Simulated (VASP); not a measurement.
TiSi2: single point with PBEsol

Crystal: TiSi2.

```
CELL_PARAMETERS angstrom
-1.45297 1.68899 4.15516
1.45297 -1.68899 4.15516
1.45297 1.68899 -4.15516
ATOMIC_POSITIONS crystal
Ti 0.00000 0.00000 0.00000
Si 0.67008 0.67008 0.00000
Si 0.32992 0.32992 0.00000
```

- Program: VASP 6.6.1
- Task: single point
- Functional: PBEsol
- Potentials or basis: VASP PAW PBE potentials, release 64 (Ti_sv, Si)
- Cutoff: 520 eV
- k mesh: 12 × 12 × 12
- Occupations: fermi-dirac, width 0.05 eV
- Spin: no spin polarisation

| Item | Value |
| --- | --- |
| Pressure | 2.4 GPa |
| Largest force | 0.040 eV/Å |
| Band gap on the k mesh | zero (band 10 reaches 11.82 eV, above the bottom of band 11 at 9.37 eV) |

Forces in eV/Å, atoms in the order of the input:
```
Ti   0.000  0.000  0.000
Si   0.000  0.000 -0.040
Si   0.000  0.000  0.040
```

Stress tensor (GPa, compression positive):
```
2.71 0.00 0.00
0.00 2.58 0.00
0.00 0.00 2.03
```

Levels at points of the mesh, in eV from the Fermi level:
| k point | band 6 | band 7 | band 8 | band 9 | band 10 | band 11 | band 12 | band 13 | band 14 | band 15 |
| --- | --- | --- | --- | --- | --- | --- | --- | --- | --- | --- |
| (0.00, 0.00, 0.00) | -4.90 | -4.08 | -2.21 | -0.68 | 0.81 | 2.12 | 2.53 | 3.29 | 3.99 | 4.29 |
| (0.50, 0.00, 0.00) | -9.30 | -4.41 | -3.81 | -0.72 | 1.00 | 2.13 | 2.72 | 3.74 | 4.16 | 5.72 |
| (0.00, 0.50, 0.00) | -8.29 | -3.65 | -3.45 | -0.98 | -0.48 | 0.99 | 2.89 | 3.58 | 4.20 | 4.55 |
| (0.50, 0.50, 0.00) | -5.48 | -5.19 | -4.60 | -2.98 | -1.38 | -0.62 | 2.93 | 3.08 | 3.26 | 3.73 |
| (0.50, 0.50, 0.50) | -8.99 | -1.36 | -1.29 | -0.40 | 0.47 | 2.07 | 2.59 | 2.61 | 3.89 | 4.08 |

Wall time 3.7 min on 1 thread of Intel(R) Xeon(R) Platinum 8259CL CPU @ 2.50GHz (Skylake/Cascade Lake), on a shared host, peak memory 0.34 GiB.

Caveat: the PAW data sets were made with another functional, which shifts forces and pressure a little.
